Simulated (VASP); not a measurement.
Runs of VASP 6.6.1 on Ge. The structure is that of space group Fd-3m (No. 227), or close to it. The cells are those of the table. 

```tsv
cell	gap on the mesh (eV)	pressure (GPa)
a = 3.893, b = 3.893, c = 5.716 Å, 4 atoms	0.71	2.1
a = 4.013, b = 4.013, c = 5.588 Å, 4 atoms	0.63	-0.7
a = 3.933, b = 3.933, c = 5.672 Å, 4 atoms	0.74	(a)
a = 3.973, b = 3.973, c = 5.630 Å, 4 atoms	0.71	(b)
a = 3.893, b = 3.893, c = 5.714 Å, 4 atoms	0.71	2.1
```

Alike in all rows: task single point; level LDA; potentials or basis VASP PAW LDA potentials, release 64 (Ge_d); no spin polarisation; k mesh 8 × 8 × 6, shifted; cutoff (eV) 520; smearing gaussian 0.01 eV.

Task: Fill in the values left out.

Result: (a) 1.1; (b) 0.1.

A k mesh can miss the band edges, and the runs leave out spin-orbit coupling on Ge.
